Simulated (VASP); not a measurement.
Set up this calculation in VASP 6.6.1, as the native input.

```yaml
Task: single point
Functional: PBEsol
Dispersion: D3(BJ)
Potentials_or_basis: VASP PAW PBE potentials, release 64 (Ge_d)
Cutoff: 520 eV
k_mesh: 12 × 12 × 12, shifted
Occupations: gaussian, width 0.1 eV
Spin: no spin polarisation
Dipole_correction: no
Further_INCAR_settings: ALGO = Normal; EDIFF = 1e-07; NBANDS = 21
```

The structure of Ge lies in POSCAR:

```
Ge
1.0
   -2.5296909723      2.5296909723      1.3805019134
    2.5296909723     -2.5296909723      1.3805019134
    2.5296909723      2.5296909723     -1.3805019134
Ge
2
Direct
    0.2500000000      0.7500000000      0.5000000000
    0.5000000000      0.5000000000      0.0000000000
```

These files were run (other wordings do the same):

INCAR

```
ALGO = Normal
EDIFF = 1E-7
ENCUT = 520
GGA = PS
ISIF = 2
ISMEAR = 0
IVDW = 12
LASPH = T
LCHARG = F
LREAL = F
LWAVE = F
NBANDS = 21
NELM = 100
PREC = Accurate
SIGMA = 0.1
```

KPOINTS

```
Automatic mesh
0
Gamma
  12 12 12
  0.5 0.5 0.5
```

Potentials or basis: VASP PAW PBE potentials, release 64 (Ge_d).

Command:

```console
$ cat potpaw_PBE.64/Ge_d/POTCAR > POTCAR
$ mpirun -np 1 vasp_std > vasp.out
```

It gave:

The pressure is 0.0 GPa, the band gap on the k mesh is zero (bands 14 and 15 overlap by 5.14 eV) and the dispersion energy per atom is -0.349 eV.

Caveat: the PAW data sets were made with another functional, which shifts forces and pressure a little.

Wall time 2.1 min on 1 thread of Intel(R) Xeon(R) Platinum 8375C CPU @ 2.90GHz (Ice Lake), with other jobs on the host, peak memory 0.24 GiB.
